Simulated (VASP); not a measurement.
Input of a VASP 6.6.1 run:

The input INCAR:

```
  ALGO = Normal
  EDIFF = 1E-6
  ENCUT = 500
  GGA = PE
  GGA_COMPAT = False
  ISIF = 2
  ISMEAR = 0
  LASPH = True
  LCHARG = False
  LREAL = False
  LWAVE = False
  NBANDS = 23
  NELM = 120
  PREC = Accurate
  SIGMA = 0.1
```

The input KPOINTS:

```
k-points
0
Gamma
  4 4 4
```

Contents of POSCAR:

```
ZnSe3
1.0
    0.0000000000      3.3988580973      3.3988580973
    3.3988580973      0.0000000000      3.3988580973
    3.3988580973      3.3988580973      0.0000000000
Zn Se
1 3
Direct
    0.5000000000      0.5000000000      0.5000000000
    0.0000000000      0.0000000000      0.0000000000
    0.2500000000      0.2500000000      0.2500000000
    0.7500000000      0.7500000000      0.7500000000
```

Potentials or basis: VASP PAW PBE potentials, release 64 (Zn, Se).

Run with:

```sh
$ cat potpaw_PBE.64/Zn/POTCAR potpaw_PBE.64/Se/POTCAR > POTCAR
$ mpirun -np 1 vasp_std > vasp.out
```

(1) Predict the band gap on the k mesh.

(2) Estimate the pressure.

Answers

(1) zero (band 15 reaches 5.01 eV, above the bottom of band 16 at 4.04 eV).

(2) -0.2 GPa.

Caveat: the k points lie up to 0.40 Å⁻¹ apart.
